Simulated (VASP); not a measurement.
Crystal: Ir.

```
Ir
1.0
     0.00000    1.88671    1.88671
     1.88671    0.00000    1.88671
     1.88671    1.88671    0.00000
Ir
1
Direct
  0.00000 0.00000 0.00000
```

This cell differs from its parent crystal: volume scaled by 0.88.

Base run:

| Property | Result |
| --- | --- |
| Program | VASP 6.6.1 |
| Functional | BLYP |
| Potentials or basis | VASP PAW PBE potentials, release 64 (Ir) |
| Cutoff | 520 eV |
| k mesh | 22 × 22 × 22 |
| Occupations | fermi-dirac, width 0.1 eV |
| Spin | no spin polarisation |

Its results: pressure 55.8 GPa.

Problem. The run is repeated on the same cell with these changes: potentials or basis from VASP PAW PBE potentials, release 64 (Ir) to VASP PAW PBE potentials, release 64 (Ir_sv_GW); cutoff from 520 eV to 500 eV; further incar settings from ALGO = Normal; EDIFF = 1e-06; NBANDS = 10 to ALGO = Normal; EDIFF = 1e-06; NBANDS = 14; valence electrons from 9 to 17. What comes out?

Solution. Pressure 50.5 GPa.

Caveats: the PAW data sets were made with another functional, which shifts forces and pressure a little.
